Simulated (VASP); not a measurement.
Wanted: the native input for a VASP 6.6.1 run.

```yaml
Task: single point
Functional: r2SCAN
Potentials_or_basis: VASP PAW PBE potentials, release 64 (As)
Cutoff: 550 eV
k_mesh: 22 × 22 × 22
Occupations: fermi-dirac, width 0.1 eV
Spin: no spin polarisation
Dipole_correction: no
Further_INCAR_settings: ALGO = Normal; EDIFF = 1e-06; NBANDS = 8
```

As:

```
As
1.0
    -1.67531    1.67531    1.67531
     1.67531   -1.67531    1.67531
     1.67531    1.67531   -1.67531
As
1
Direct
  0.00000 0.00000 0.00000
```

These files were run (other wordings do the same):

POSCAR

```
As
1.0
   -1.6753126093      1.6753126093      1.6753126093
    1.6753126093     -1.6753126093      1.6753126093
    1.6753126093      1.6753126093     -1.6753126093
As
1
Direct
    0.0000000000      0.0000000000      0.0000000000
```

INCAR.step1

```
PREC = Accurate ; ENCUT = 550
ISMEAR = -1 ; SIGMA = 0.1
LREAL = F ; LASPH = T
NELM = 120 ; NBANDS = 8
GGA = PE ; ALGO = Normal
EDIFF = 1E-5 ; LWAVE = T
LCHARG = F ; GGA_COMPAT = F
```

INCAR.step2

```
PREC = Accurate ; ENCUT = 550
EDIFF = 1E-6 ; ISMEAR = -1
SIGMA = 0.1 ; LREAL = F
LASPH = T ; NELM = 120
ALGO = Normal ; ISIF = 2
LWAVE = F ; LCHARG = F
METAGGA = R2SCAN ; LMIXTAU = T
NBANDS = 8 ; ISTART = 1
GGA_COMPAT = F
```

KPOINTS

```
regular mesh
0
Gamma
  22 22 22
```

Potentials or basis: VASP PAW PBE potentials, release 64 (As).

Command:

```bash
$ cat potpaw_PBE.64/As/POTCAR > POTCAR
$ cp INCAR.step1 INCAR
$ mpirun -np 1 vasp_std > vasp.out
$ cp INCAR.step2 INCAR
$ mpirun -np 1 vasp_std > vasp.out
```

It gave:

```json
{
 "Pressure": "0.0 GPa"
}
```

Caveat: the PAW data sets were made with another functional, which shifts forces and pressure a little.

Run time: 86 s on 1 thread of Intel Xeon 6975P-C, on a shared host, peak memory 0.18 GiB.
